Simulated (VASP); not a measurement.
# TiSi2 (Immm) in VASP: single point with PBEsol

Aim: the single point of TiSi2 with PBEsol.

Program: VASP 6.6.1. These are calculated values, not measurements. Logs are shortened: lines on timing, memory, paths and dates and some standing lists are left out, and cuts for length are marked.

**1. The cell of the first run**

The structure is orthorhombic, space group Immm (No. 71). The conventional cell has a = 2.934 Å, b = 3.388 Å, c = 8.334 Å, α = 90.00°, β = 90.00°, γ = 90.00°. Ti (site symmetry mmm) has 10 Si at 2.65 to 2.75 Å and 4 Ti at 2.93 to 3.39 Å within 3.5 Å. Within 3.4 Å of Si (site symmetry mm2) lie 9 Si at 2.61 to 3.39 Å and 5 Ti at 2.65 to 2.75 Å.

**2. Single point, PBEsol**

The input, INCAR:

```
PREC = Accurate ; ENCUT = 520
EDIFF = 1E-7 ; ISMEAR = 0
SIGMA = 0.15 ; LREAL = False
LASPH = True ; NELM = 100
ALGO = Normal ; ISIF = 2
LWAVE = False ; LCHARG = False
GGA = PS ; NBANDS = 17
```

The input, KPOINTS:

```
regular mesh
0
Gamma
  18 18 18
```

The input, POSCAR:

```
TiSi2
1.0
   -1.4670366439      1.6941809679      4.1669871775
    1.4670366439     -1.6941809679      4.1669871775
    1.4670366439      1.6941809679     -4.1669871775
Ti Si
1 2
Direct
    0.0000000000      0.0000000000      0.0000000000
    0.3303876381      0.3303876381      0.0000000000
    0.6696123619      0.6696123619      0.0000000000
```

Potentials or basis: VASP PAW PBE potentials, release 64 (Ti_sv, Si).

Launch:

```
> cat potpaw_PBE.64/Ti_sv/POTCAR potpaw_PBE.64/Si/POTCAR > POTCAR
> mpirun -np 1 vasp_std > vasp.out
```

OUTCAR:

```text
PREC = Accurate
   ENCUT = 520
   EDIFF = 1E-7
   ISMEAR = 0
   LREAL = False
   LASPH = True
   NELM = 100
   ISIF = 2
   GGA = PS

 ion  position               nearest neighbor table
   1  0.000  0.000  0.000-   3 2.65   3 2.65   3 2.65   2 2.65   2 2.65   2 2.65   3 2.65   2 2.65
                             2 2.75   3 2.75
   2  0.330  0.330  0.000-   3 2.61   3 2.61   3 2.61   3 2.61   1 2.65   1 2.65   1 2.65   1 2.65
                             1 2.75   3 2.83
   3  0.670  0.670  0.000-   2 2.61   2 2.61   2 2.61   2 2.61   1 2.65   1 2.65   1 2.65   1 2.65
                             1 2.75   2 2.83

  LATTYP: Found a body centered orthorhombic cell.
 ALAT       =     2.9340732878
 B/A-ratio  =     1.1548320725
 C/A-ratio  =     2.8404111069

  Lattice vectors:

 A1 = (  -1.4670366439,   1.6941809679,   4.1669871775)
 A2 = (   1.4670366439,  -1.6941809679,   4.1669871775)
 A3 = (   1.4670366439,   1.6941809679,  -4.1669871775)

Analysis of symmetry for initial positions (statically):
=====================================================================
 Subroutine PRICEL returns:
 Original cell was already a primitive cell.

 Routine SETGRP: Setting up the symmetry group for a
 body centered orthorhombic supercell.

 Subroutine GETGRP returns: Found  8 space group operations
 (whereof  8 operations were pure point group operations)
 out of a pool of  8 trial point group operations.

The static configuration has the point symmetry D_2h.

Analysis of symmetry for dynamics (positions and initial velocities):
=====================================================================
 Subroutine PRICEL returns:
 Original cell was already a primitive cell.

 Routine SETGRP: Setting up the symmetry group for a
 body centered orthorhombic supercell.

 Subroutine GETGRP returns: Found  8 space group operations
 (whereof  8 operations were pure point group operations)
 out of a pool of  8 trial point group operations.

The dynamic configuration has the point symmetry D_2h.

 Subroutine INISYM returns: Found  8 space group operations
 (whereof  8 operations are pure point group operations),
 and found     1 'primitive' translations

----------------------------------------------------------------------------------------

                                     Primitive cell

  volume of cell :      41.4269

  direct lattice vectors                    reciprocal lattice vectors
    -1.467036644  1.694180968  4.166987178     0.000000000  0.295127858  0.119990770
     1.467036644 -1.694180968  4.166987178     0.340823116  0.000000000  0.119990770
     1.467036644  1.694180968 -4.166987178     0.340823116  0.295127858  0.000000000

  length of vectors
     4.731408649  4.731408649  4.731408649     0.318587880  0.361328356  0.450844595

  position of ions in fractional coordinates (direct lattice)
     0.000000000  0.000000000  0.000000000
     0.330387638  0.330387638  0.000000000
     0.669612362  0.669612362  0.000000000

  ion indices of the primitive-cell ions
   primitive index   ion index
                 1           1
                 2           2
                 3           3

----------------------------------------------------------------------------------------

 KPOINTS: regular mesh

Automatic generation of k-mesh.
 Grid dimensions read from file:
 generate k-points for:   18   18   18

 Generating k-lattice:

  Cartesian coordinates                     Fractional coordinates (reciprocal lattice)
     0.000000000  0.016395992  0.006666154     0.055555556 -0.000000000  0.000000000
     0.018934618  0.000000000  0.006666154    -0.000000000  0.055555556  0.000000000
     0.018934618  0.016395992  0.000000000    -0.000000000  0.000000000  0.055555556

  Length of vectors
     0.017699327  0.020073798  0.025046922

  Shift w.r.t. Gamma in fractional coordinates (k-lattice)
     0.000000000  0.000000000  0.000000000

 Subroutine IBZKPT returns following result:
 ===========================================

 Found    865 irreducible k-points:

 Following reciprocal coordinates:
            Coordinates               Weight
  0.000000  0.000000  0.000000      1.000000
  0.055556 -0.000000  0.000000      4.000000
  0.111111 -0.000000  0.000000      4.000000
  0.166667  0.000000  0.000000      4.000000
  0.222222 -0.000000  0.000000      4.000000
  0.277778 -0.000000  0.000000      4.000000
[... 16 lines left out ...]
 -0.333333  0.055556 -0.000000      8.000000
 -0.277778  0.055556 -0.000000      8.000000
 [... further k-points ...]
   k-points           NKPTS =    865   k-points in BZ     NKDIM =    865   number of bands    NBANDS=     17
   number of dos      NEDOS =    301   number of ions     NIONS =      3
   total plane-waves  NPLWV =  46656
   dimension x,y,z NGX =    36 NGY =   36 NGZ =   36
   dimension x,y,z NGXF=    72 NGYF=   72 NGZF=   72
   ions per type =               1   2
   NGX,Y,Z   is equivalent  to a cutoff of  12.65, 12.65, 12.65 a.u.
   NGXF,Y,Z  is equivalent  to a cutoff of  25.30, 25.30, 25.30 a.u.
 SYSTEM =  unknown system
   PREC   = accura    normal or accurate (medium, high low for compatibility)
   ISTART =      0    job   : 0-new  1-cont  2-samecut
   ICHARG =      2    charge: 1-file 2-atom 10-const
   ISPIN  =      1    spin polarized calculation?
   LNONCOLLINEAR =      F non collinear calculations
   LSORBIT =      F    spin-orbit coupling
   LASPH  =      T    aspherical Exc in radial PAW
   ENCUT  =  520.0 eV  38.22 Ry    6.18 a.u.   8.80  8.80  8.80*2*pi/ulx,y,z
   NELM   =    100;   NELMIN=  2; NELMDL= -5     # of ELM steps
   EDIFF  = 0.1E-06   stopping-criterion for ELM
   LREAL  =      F    real-space projection
   EDIFFG = 0.1E-05   stopping-criterion for IOM
   NSW    =      0    number of steps for IOM
   IBRION =     -1    ionic relax: 0-MD 1-quasi-New 2-CG
   NFREE  =      0    steps in history (QN), initial steepest desc. (CG)
   ISIF   =      2    stress and relaxation
   ISYM   =      2    0-nonsym 1-usesym 2-fastsym
   POTIM  = 0.5000    time-step for ionic-motion
   TEBEG  =    0.0;   TEEND  =   0.0 temperature during run
   PSTRESS=    0.0 pullay stress
   NELECT =      20.0000    total number of electrons
   NUPDOWN=      -1.0000    fix difference up-down
   EMIN   =  10.00;   EMAX   =-10.00  energy-range for DOS
   EFERMI =   0.00;   METHOD = LEGACY
   ISMEAR =     0;   SIGMA  =   0.15  broadening in eV -4-tet -1-fermi 0-gaus
   EFERMI_NEDOS =   21; number of points for ismear=-14 and -15
   IALGO  =     38    algorithm
   IMIX   =      4    mixing-type and parameters
     AMIX     =   0.40;   BMIX     =  1.00
     AMIX_MAG =   1.60;   BMIX_MAG =  1.00
  volume/ion in A,a.u.               =      13.81        93.19
  Fermi-wavevector in a.u.,A,eV,Ry     =   1.284273  2.426923 22.440850  1.649356
  Thomas-Fermi vector in A             =   2.416476
   LORBIT       =      0    0 simple, 1 ext, 2 COOP (PROOUT), +10 PAW based schemes
   GGA     = PS    functional components
   LHFCALC =     F    Hartree Fock is set to
   AEXX    =    0.0000 exact exchange contribution
   IVDW    =     0    specifies the selected vdW correction
   LEPSILON=     F    determine dielectric tensor
   LRPA    =     F    only Hartree local field effects (RPA)
 non-spin polarized calculation
 Gauss-broadening in eV      SIGMA  =   0.15
  energy-cutoff  :      520.00
  volume of cell :       41.43
 maximum number of plane-waves:      1140
   NGX = 17   NGY = 17   NGZ = 17

 number of electron      19.9999999 magnetization

 Free energy of the ion-electron system (eV)
  ---------------------------------------------------
  ext. energy  EPLUGINS =         0.00000000
  ---------------------------------------------------
  free energy    TOTEN  =       -21.34499462 eV

  energy without entropy =      -21.32960694  energy(sigma->0) =      -21.33730078

 E-fermi :  10.1980     XC(G=0): -11.8914

 val. band max:       10.1979017018   @ k =   0.1667   0.2778   0.0000
 cond. band min:      10.1980863852   @ k =   0.1111   0.0556   0.0556
 fundamental gap:      0.0001846833
 Fermi energy:        10.1980329238

 k-point     1 :       0.0000    0.0000    0.0000
  band No.  band energies     occupation
      1     -45.7240      2.00000
      2     -22.1631      2.00000
      3     -22.1440      2.00000
      4     -21.8852      2.00000
      5      -2.4790      2.00000
      6       5.3701      2.00000
[... 9 lines left out ...]
     16      15.8383      0.00000
     17      16.0167      0.00000

 k-point     2 :       0.0556   -0.0000    0.0000
  band No.  band energies     occupation
      1     -45.7238      2.00000
      2     -22.1629      2.00000
      3     -22.1473      2.00000
      4     -21.8850      2.00000
      5      -2.4325      2.00000
      6       5.2619      2.00000
[... 9 lines left out ...]
     16      15.7818      0.00000
     17      16.0804      0.00000

 k-point     3 :       0.1111   -0.0000    0.0000
  band No.  band energies     occupation
      1     -45.7231      2.00000
      2     -22.1622      2.00000
      3     -22.1569      2.00000
      4     -21.8843      2.00000
      5      -2.2937      2.00000
      6       5.0108      2.00000
[... 9 lines left out ...]
     16      15.6893      0.00000
     17      16.2650      0.00000

 k-point     4 :       0.1667    0.0000    0.0000
  band No.  band energies     occupation
      1     -45.7221      2.00000
      2     -22.1716      2.00000
      3     -22.1610      2.00000
      4     -21.8832      2.00000
      5      -2.0648      2.00000
      6       4.6695      2.00000
[... 9 lines left out ...]
     16      16.2106      0.00000
     17      16.5780      0.00000
[... 343 lines left out ...]
      1     -45.7162      2.00000
      2     -22.2393      2.00000
      3     -22.1539      2.00000
      4     -21.8892      2.00000
      5      -0.3543      2.00000
      6       2.4231      2.00000
[... 9 lines left out ...]
     16      16.9980      0.00000
     17      18.6292      0.00000

 k-point    23 :      -0.3333    0.0556   -0.0000
  band No.  band energies     occupation
      1     -45.7172      2.00000
      2     -22.2248      2.00000
      3     -22.1549      2.00000
      4     -21.8903      2.00000
      5      -0.8864      2.00000
      6       3.1343      2.00000
[... 9 lines left out ...]
     16      17.4665      0.00000
     17      18.3501      0.00000

 k-point    24 :      -0.2778    0.0556   -0.0000
  band No.  band energies     occupation
      1     -45.7184      2.00000
      2     -22.2071      2.00000
      3     -22.1563      2.00000
      4     -21.8916      2.00000
      5      -1.3498      2.00000
      6       3.8279      2.00000
[... 9 lines left out ...]
     16      17.7722      0.00000
     17      17.9520      0.00000

 [... further k-points ...]

------------------------ aborting loop because EDIFF is reached ----------------------------------------

  FORCE on cell =-STRESS in cart. coord.  units (eV):
  Direction    XX          YY          ZZ          XY          YZ          ZX
  --------------------------------------------------------------------------------------
  -------------------------------------------------------------------------------------
  Total        0.0391786      0.0429654      0.0351479      0.0000000      0.0000000      0.0000000
  in kB        1.5152248      1.6616782      1.3593383      0.0000000      0.0000000      0.0000000
  external PRESSURE =       1.5120804 kB  Pullay stress =       0.0000000 kB

 VOLUME and BASIS-vectors are now :
 -----------------------------------------------------------------------------
  energy-cutoff  :      520.00
  volume of cell :       41.43
      direct lattice vectors                 reciprocal lattice vectors
    -1.467036644  1.694180968  4.166987178     0.000000000  0.295127858  0.119990770
     1.467036644 -1.694180968  4.166987178     0.340823116  0.000000000  0.119990770
     1.467036644  1.694180968 -4.166987178     0.340823116  0.295127858  0.000000000

 POSITION                                       TOTAL-FORCE (eV/Angst)
 -----------------------------------------------------------------------------------
      0.00000      0.00000      0.00000         0.000000     -0.000000     -0.000000
      0.00000      0.00000      2.75344         0.000000     -0.000000     -0.006764
      0.00000      0.00000      5.58053        -0.000000      0.000000      0.006764
 -----------------------------------------------------------------------------------
    total drift:                                0.000000     -0.000000     -0.000000

  FREE ENERGIE OF THE ION-ELECTRON SYSTEM (eV)
  ---------------------------------------------------
  free  energy   TOTEN  =       -21.3449946219 eV

  energy  without entropy=      -21.3296069368  energy(sigma->0) =      -21.33730078
```

It took 8.3 min on 1 thread of Intel Xeon 6975P-C (Granite Rapids), shared host; peak memory 0.65 GiB.

Results:

| Property | Result |
| --- | --- |
| Free energy | -21.3450 eV |
| Pressure | 0.2 GPa |
| Largest force | 0.007 eV/Å |
| Band gap on the k mesh | zero (bands 10 and 11 overlap by 2.45 eV) |

Forces on the atoms (eV/Å):
```
Ti   0.000  0.000  0.000
Si   0.000  0.000 -0.007
Si   0.000  0.000  0.007
```

Levels at points of the mesh, in eV from the Fermi level:
| k point | band 8 | band 9 | band 10 | band 11 | band 12 | band 13 |
| --- | --- | --- | --- | --- | --- | --- |
| (0.00, 0.00, 0.00) | -2.11 | -0.64 | 0.73 | 2.20 | 2.47 | 3.28 |
| (0.50, 0.00, 0.00) | -3.75 | -0.68 | 0.92 | 2.08 | 2.71 | 3.71 |
| (0.00, 0.50, 0.00) | -3.42 | -0.94 | -0.45 | 1.01 | 2.92 | 3.54 |
| (0.50, 0.50, 0.00) | -4.59 | -2.93 | -1.32 | -0.63 | 2.91 | 3.04 |
| (0.50, 0.50, 0.50) | -1.20 | -0.35 | 0.51 | 2.02 | 2.46 | 2.53 |

Caveat: the PAW data sets were made with another functional, which shifts forces and pressure a little.
